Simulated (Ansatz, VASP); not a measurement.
Given: the input of a run of VASP 6.6.1 on NiO.

Contents of INCAR:

```
SYSTEM = NiO
PREC     = Accurate       ! precision mode
ENCUT    = 700            ! plane-wave cutoff, eV
EDIFF    = 1E-6           ! SCF threshold, eV
ISMEAR   = -1             ! smearing method
SIGMA    = 0.05           ! smearing width, eV
LREAL    = .FALSE.        ! projectors in reciprocal space
LASPH    = .TRUE.         ! aspherical terms in the spheres
NELM     = 200            ! most SCF steps
ALGO     = Normal         ! electronic algorithm
ISIF     = 2              ! what is computed and relaxed
LWAVE    = .FALSE.        ! write WAVECAR
LCHARG   = .FALSE.        ! write CHGCAR
ISPIN    = 2              ! spin polarisation
MAGMOM   = 0.8 0          ! initial moments
LORBIT   = 11             ! projections on sites
NUPDOWN  = 0.8            ! fixed moment
LMAXMIX  = 4              ! l up to which the mixer works
GGA      = PE             ! functional
NBANDS   = 23             ! bands
GGA_COMPAT= .FALSE.
```

Contents of KPOINTS:

```
Automatic mesh
0
G
  9 9 9
  0 0 0
```

The input POSCAR:

```
NiO
1.0
    0.0000000000      2.0913095100      2.0913095100
    2.0913095100      0.0000000000      2.0913095100
    2.0913095100      2.0913095100      0.0000000000
Ni O
1 1
Direct
    0.0000000000      0.0000000000      0.0000000000
    0.5000000000      0.5000000000      0.5000000000
```

Potentials or basis: VASP PAW PBE potentials, release 64 (Ni_sv_GW, O).

Command:

```bash
$ cat potpaw_PBE.64/Ni_sv_GW/POTCAR potpaw_PBE.64/O/POTCAR > POTCAR
$ mpirun -np 1 vasp_std > vasp.out
```

Task: Translate it to Ansatz 0.2.0. Potentials there: Ansatz PAW.

Result: As run (the cutoff follows the program's own potentials):

Contents of input.yaml:

```yaml
crystal:
  lattice:
    - [0.0, 2.09130951, 2.09130951]
    - [2.09130951, 0.0, 2.09130951]
    - [2.09130951, 2.09130951, 0.0]
  atoms:
    - { symbol: Ni, position: [0.0, 0.0, 0.0], spin: 0.8 }
    - { symbol: O, position: [0.5, 0.5, 0.5] }
hamiltonian:
  xc: pbe
  pseudopotentials: { kind: paw }
magnetization:
  spin_polarized: true
  initial_magnetization: 0.8
  spin_locking: { lock_magnetization: hard }
kpoints:
  mp_grid: { grid: [9, 9, 9] }
scf:
  occupations: { method: fermi_dirac, width: 0.05 }
  lower_state_search: "off"
output:
  forces: true
  stress: true
  eigenvalues: true
```

Potentials or basis: Ansatz PAW.

Launch:

```sh
$ ansatz run input.yaml --threads 2 --pin off --max-ram 5632MiB --backend cpu --events-out ev --progress --plain --runs-dir out
```

Both were run:

|  | VASP | Ansatz | Ansatz less VASP |
| --- | --- | --- | --- |
| pressure (GPa) | -2.6 | -1.8 | +0.77 |
| net moment per atom (μB) | 0.40 | 0.40 | 0.000 |
| size of the moment on the site where the two differ most (μB) | 0.70 | 0.68 | -0.018 |

Site moments also hang on the region over which each program counts them.
